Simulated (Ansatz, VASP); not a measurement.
Two plane-wave programs on Ga2Te3O

```
CELL_PARAMETERS angstrom
6.19977 0.00000 0.00000
-3.09988 5.36916 0.00000
0.00000 0.00000 5.17758
ATOMIC_POSITIONS crystal
Ga 0.33333 0.66667 0.00000
Ga 0.66667 0.33333 0.00000
Te 0.50000 0.00000 0.00000
Te 0.00000 0.50000 0.00000
Te 0.50000 0.50000 0.00000
O 0.00000 0.00000 0.00000
```

Alike in both runs: task relaxation of cell and atoms; functional PBE; k mesh 3 × 3 × 4; occupations gaussian, width 0.1 eV; no spin polarisation.

```csv
,VASP,Ansatz
version,VASP 6.6.1,Ansatz 0.2.0
potentials or method,"VASP PAW PBE potentials, release 64 (Ga_d, Te, O), cutoff 600 eV","scalar-relativistic, plane waves, PAW"
valence electrons in the cell,50,80
```

|  | VASP | Ansatz | Ansatz less VASP |
| --- | --- | --- | --- |
| gap on the k mesh at the Fermi level, each at its own relaxed structure (eV) | none | none | - |
| relaxed volume (Å³/atom) | 36.13 | 38.26 | +2.123 |
| relaxed length of the cell vector where the two differ most in proportion (Å) | 8.948 | 9.219 | +0.2703 |

A gap of «none» marks a metal or a gap that the smearing closes. One of these differences is far larger than is usual between the two programs; its cause wasn't traced. VASP's potentials hold 50 valence electrons a cell and Ansatz's 80, so a difference there can come from the potentials and not from the codes.

The k mesh is coarse, so the values compare programs but aren't converged. Spin-orbit coupling is off throughout. Noted on VASP's run: the volume moved by over 15 % at a fixed basis, so the end points are rough.
